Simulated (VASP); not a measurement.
Write the native input for VASP 6.6.1 that does the following.

```yaml
Task: single point
Functional: r2SCAN
Potentials_or_basis: VASP PAW PBE potentials, release 64 (Rb_sv, Cl, Rh_pv)
Cutoff: 520 eV
k_mesh: 4 × 4 × 4
Occupations: fermi-dirac, width 0.1 eV
Spin: no spin polarisation
Dipole_correction: no
Further_INCAR_settings: ALGO = Normal; EDIFF = 1e-06; NBANDS = 53
```

Rb3RhCl6:

```xyz
10
Lattice="0.0000 5.3235 5.3235 5.3235 0.0000 5.3235 5.3235 5.3235 0.0000" Properties=species:S:1:pos:R:3 pbc="T T T"
Rb    2.6617    2.6617    2.6617
Rb    7.9852    7.9852    7.9852
Rb    5.3235    5.3235    5.3235
Cl    8.1992    5.3235    5.3235
Cl    5.3235    8.1992    5.3235
Cl    2.4477    5.3235    5.3235
Cl    5.3235    2.4477    5.3235
Cl    5.3235    5.3235    8.1992
Cl    5.3235    5.3235    2.4477
Rh    0.0000    0.0000    0.0000
```

The input as run:

POSCAR

```
Rb3RhCl6
1.0
    0.0000000000      5.3234620000      5.3234620000
    5.3234620000      0.0000000000      5.3234620000
    5.3234620000      5.3234620000      0.0000000000
Rb Cl Rh
3 6 1
Direct
    0.2500000000      0.2500000000      0.2500000000
    0.7500000000      0.7500000000      0.7500000000
    0.5000000000      0.5000000000      0.5000000000
    0.2299000000      0.7701000000      0.7701000000
    0.7701000000      0.2299000000      0.7701000000
    0.7701000000      0.2299000000      0.2299000000
    0.2299000000      0.7701000000      0.2299000000
    0.7701000000      0.7701000000      0.2299000000
    0.2299000000      0.2299000000      0.7701000000
    0.0000000000      0.0000000000      0.0000000000
```

INCAR.step1

```
PREC = Accurate
ENCUT = 520
ISMEAR = -1
SIGMA = 0.1
LREAL = False
LASPH = True
NELM = 60
NBANDS = 53
GGA = PE
ALGO = Normal
EDIFF = 1E-4
LWAVE = True
LCHARG = False
```

INCAR.step2

```
PREC = Accurate
ENCUT = 520
EDIFF = 1E-6
ISMEAR = -1
SIGMA = 0.1
LREAL = False
LASPH = True
NELM = 60
ALGO = Normal
ISIF = 2
LWAVE = False
LCHARG = True
METAGGA = R2SCAN
LMIXTAU = True
LELF = True
LVHAR = True
NBANDS = 53
ISTART = 1
```

KPOINTS

```
Automatic mesh
0
Gamma
  4 4 4
```

Potentials or basis: VASP PAW PBE potentials, release 64 (Rb_sv, Cl, Rh_pv).

The run is started by

```bash
$ cat potpaw_PBE.64/Rb_sv/POTCAR potpaw_PBE.64/Cl/POTCAR potpaw_PBE.64/Rh_pv/POTCAR > POTCAR
$ cp INCAR.step1 INCAR
$ mpirun -np 1 vasp_std > vasp.out
$ cp INCAR.step2 INCAR
$ mpirun -np 1 vasp_std > vasp.out
```

It gave:

```json
{"Pressure": "-1.1 GPa", "Largest force": "1.433 eV/Å", "Band gap on the k mesh": "1.82 eV"}
```

Caveat: the PAW data sets were made with another functional, which shifts forces and pressure a little.

Wall time 4.8 min on 1 thread of Intel(R) Xeon(R) 6975P-C (Granite Rapids) (shared host), peak memory 0.51 GiB.
